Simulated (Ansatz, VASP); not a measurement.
## C in VASP and in Ansatz

```
C
1.0
     2.15823   -2.45465    0.00000
     2.15823    2.45465    0.00000
     0.00000    0.00000    4.30517
C
8
Cartesian
  0.7471 -0.6568 1.7631
  1.4111 -0.6568 0.3895
  0.7471 0.6568 2.5421
  1.4111 0.6568 3.9156
  3.5693 -0.6568 1.7631
  3.5693 0.6568 2.5421
  2.9054 -0.6568 0.3895
  2.9054 0.6568 3.9156
```

Alike in both runs: task single point; functional PBE; k mesh 6 × 6 × 4; occupations gaussian, width 0.1 eV; no spin polarisation.

|  | VASP | Ansatz |
| --- | --- | --- |
| version | VASP 6.6.1 | Ansatz 0.2.0 |
| potentials or method | VASP PAW PBE potentials, release 64 (C), cutoff 520 eV | scalar-relativistic, plane waves, PAW |
| valence electrons in the cell | 32 | 32 |

VASP gave:

```
gap on the k mesh at the Fermi level (eV)                     : 1.55
least direct gap on the mesh (eV)                             : 4.01
pressure (GPa)                                                : 27.8
traceless stress, the component that is largest in VASP (GPa) : -8.98
rms of the force components (eV/Å)                            : 1.451
```

**Question.** Which values does Ansatz return?

**Answer.** gap on the k mesh at the Fermi level (eV): 1.56; least direct gap on the mesh (eV): 4.03; pressure (GPa): 27.0; traceless stress, the component that is largest in VASP (GPa): -8.83; rms of the force components (eV/Å): 1.437.

Atom by atom the forces differ by 0.016 eV/Å (rms over components). With one functional, cell and mesh, what is left measures potentials, basis and numerics.
